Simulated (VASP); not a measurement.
**SnTe: single point with LDA**

SnTe:

```xyz
2
Lattice="0.0000 3.7050 3.7050 3.7050 0.0000 3.7050 3.7050 3.7050 0.0000" Properties=species:S:1:pos:R:3 pbc="T T T"
Sn    0.0000    0.0000    0.0000
Te    5.5575    5.5575    5.5575
```

* Program: VASP 6.6.1
* Task: single point
* Functional: LDA
* Potentials or basis: VASP PAW LDA potentials, release 64 (Sn_d, Te)
* Cutoff: 520 eV
* k mesh: 6 × 6 × 6
* Occupations: fermi-dirac, width 0.05 eV
* Spin: no spin polarisation

```json
{
  "Pressure": "-3.5 GPa",
  "Band gap on the k mesh": "0.35 eV (least direct gap 0.80 eV)"
}
```

Levels at points of the mesh, in eV from the valence-band top:
```
           k point  band 7  band 8  band 9  band 10  band 11  band 12  band 13  band 14
(0.00, 0.00, 0.00)   -5.26   -1.50   -1.50    -1.50     1.24     1.24     1.24     4.11
(0.50, 0.00, 0.00)   -6.66   -1.99   -1.99    -1.76     1.99     1.99     3.25     5.71
(0.50, 0.50, 0.00)   -6.98   -2.59   -2.59    -0.44     0.35     3.77     3.77     5.41
```

It took 32 s on 1 thread of Intel Xeon 8259CL (shared host), peak memory 0.2 GiB.

Caveat: the cell stands under tension; spin-orbit coupling is left out, which moves the levels of the heavy elements. A k mesh can miss the band edges.
